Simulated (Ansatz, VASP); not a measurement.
# Zr2SiO4 in VASP and in Ansatz

Contents of INCAR:

```
  PREC = Accurate
  ENCUT = 520
  EDIFF = 1E-6
  ISMEAR = 0
  SIGMA = 0.05
  LREAL = F
  LASPH = T
  NELM = 200
  ALGO = Normal
  ISIF = 2
  LWAVE = F
  LCHARG = F
  ISPIN = 2
  MAGMOM = 0 0 0 0 0 0 2
  LORBIT = 11
  LMAXMIX = 4
  LDIPOL = T
  IDIPOL = 3
  DIPOL = 0.5 0.5 0.323
  GGA = PE
  IVDW = 12
  NBANDS = 39
  GGA_COMPAT = F
  NELMDL = -8
```

The input KPOINTS:

```
regular mesh
0
Gamma
  9 9 1
```

Contents of POSCAR:

```
Zr2SiO4
1.0
    3.5974414580      0.0000000000      0.0000000000
   -1.7987207290      3.1154756913      0.0000000000
    0.0000000000      0.0000000000     21.3728427344
O Zr Si
4 2 1
Direct
    0.0000000000      0.0000000000      0.1871533913
    0.3333333333      0.6666666667      0.2558690668
    0.6666666667      0.3333333333      0.3197992968
    0.0000000000      0.0000000000      0.3917514782
    0.6666666667      0.3333333333      0.2215112290
    0.3333333333      0.6666666667      0.3546358399
    0.1666666667      0.3333333333      0.5321165217
```

Input for Ansatz:

```yaml
crystal:
  lattice:
    - [3.597441458, 0.0, 0.0]
    - [-1.798720729, 3.1154756913, 0.0]
    - [0.0, 0.0, 21.3728427344]
  atoms:
    - { symbol: O, position: [0.0, 0.0, 0.1871533913] }
    - { symbol: Zr, position: [0.6666666667, 0.3333333333, 0.221511229] }
    - { symbol: O, position: [0.3333333333, 0.6666666667, 0.2558690668] }
    - { symbol: O, position: [0.6666666667, 0.3333333333, 0.3197992968] }
    - { symbol: Zr, position: [0.3333333333, 0.6666666667, 0.3546358399] }
    - { symbol: O, position: [0.0, 0.0, 0.3917514782] }
    - { symbol: Si, position: [0.1666666667, 0.3333333333, 0.5321165217], spin: 2.0 }
basis:
  ecutwfc: 420
kpoints:
  mp_grid: { grid: [9, 9, 1] }
hamiltonian:
  xc: pbe
  pseudopotentials: { kind: paw, azcp: { folder: soft_1 } }
  dispersion: d3bj
scf:
  occupations: { method: gaussian, width: 0.05 }
output:
  forces: true
  eigenvalues: true
  populations: true
magnetization:
  spin_polarized: true
efield:
  axis: 3
  dipole_correction: true
  ramp_width: 0.04
```

Alike in both runs: task single point; functional PBE; dispersion D3(BJ); k mesh 9 × 9 × 1; occupations gaussian, width 0.05 eV; collinear spin.

|  | VASP | Ansatz |
| --- | --- | --- |
| version | VASP 6.6.1 | Ansatz 0.2.0 |
| potentials or method | VASP PAW PBE potentials, release 64 (O, Zr_sv, Si), cutoff 520 eV | scalar-relativistic, plane waves, PAW |
| valence electrons in the cell | 52 | 52 |

Ansatz gave:

- gap on the k mesh at the Fermi level (eV): none
- rms of the force components (eV/Å): 0.171
- net moment per atom (μB): 0.00

Which values does VASP return?

gap on the k mesh at the Fermi level (eV): none; rms of the force components (eV/Å): 0.173; net moment per atom (μB): 0.00.

A gap of «none» marks a metal or a gap that the smearing closes. Ansatz's warnings: seeded moment not kept.
